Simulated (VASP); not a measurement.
Write the native input for VASP 6.6.1 that does the following.

* Task: single point
* Functional: PBEsol
* Potentials or basis: VASP PAW PBE potentials, release 64 (Mg, S)
* Cutoff: 520 eV
* k mesh: 5 × 5 × 3
* Occupations: methfessel-paxton, width 0.01 eV
* Spin: no spin polarisation
* Dipole correction: no
* Further INCAR settings: ALGO = Normal; EDIFF = 1e-06; NBANDS = 16

The structure of MgS lies in POSCAR:

```
MgS
1.0
    3.9522577059      0.0000000000      0.0000000000
   -1.9761288530      3.4227620266      0.0000000000
    0.0000000000      0.0000000000      6.3009819312
Mg S
2 2
Direct
    0.6666666667      0.3333333333      0.4957500000
    0.3333333333      0.6666666667      0.9957500000
    0.3333333333      0.6666666667      0.3792400000
    0.6666666667      0.3333333333      0.8792400000
```

The input as run:

INCAR

```
PREC = Accurate ; ENCUT = 520
EDIFF = 1E-6 ; ISMEAR = 1
SIGMA = 0.01 ; LREAL = False
LASPH = True ; NELM = 60
ALGO = Normal ; ISIF = 2
LWAVE = False ; LCHARG = True
GGA = PS ; LELF = True
LVHAR = True ; NBANDS = 16
```

KPOINTS

```
regular mesh
0
Gamma
  5 5 3
```

Potentials or basis: VASP PAW PBE potentials, release 64 (Mg, S).

Command:

```console
$ cat potpaw_PBE.64/Mg/POTCAR potpaw_PBE.64/S/POTCAR > POTCAR
$ mpirun -np 1 vasp_std > vasp.out
```

Results of the run:

The pressure is 3.6 GPa and the largest force is 0.037 eV/Å. The band gap on the k mesh is 3.57 eV, direct.

Caveat: the PAW data sets were made with another functional, which shifts forces and pressure a little.

Wall time 9.5 s on 1 thread of AMD EPYC 9R45 96-Core Processor (Zen 5) (shared host), peak memory 0.16 GiB.
